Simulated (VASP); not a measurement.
Sb, 1 atom in the cell. The structure is cubic, space group Im-3m (No. 229). Conventional cell: a = 3.731 Å, b = 3.731 Å, c = 3.731 Å, α = 90.00°, β = 90.00°, γ = 90.00°. Within 4.3 Å of Sb (site symmetry m-3m) lie 14 Sb at 3.23 to 3.73 Å. This isn't the form of Sb at room conditions, which is rhombohedral.

- Program: VASP 6.6.1
- Task: single point
- Functional: PBEsol
- Potentials or basis: VASP PAW PBE potentials, release 64 (Sb)
- Cutoff: 500 eV
- k mesh: 16 × 16 × 16
- Occupations: fermi-dirac, width 0.1 eV
- Spin: no spin polarisation
- Dipole correction: no
- Further INCAR settings: ALGO = Normal; EDIFF = 1e-06; NBANDS = 8

Potentials or basis: VASP PAW PBE potentials, release 64 (Sb).

Command:

```sh
$ cat potpaw_PBE.64/Sb/POTCAR > POTCAR
$ mpirun -np 1 vasp_std > vasp.out
```

Hardware: 1 thread of Intel(R) Xeon(R) 6975P-C (Granite Rapids) (shared host).

**Question.** How long does it take, and how much memory?

**Answer.** Run time: 6.6 s on 1 thread of Intel(R) Xeon(R) 6975P-C (Granite Rapids) (shared host), peak memory 0.15 GiB. Counts: scf iterations 9, k points 145.
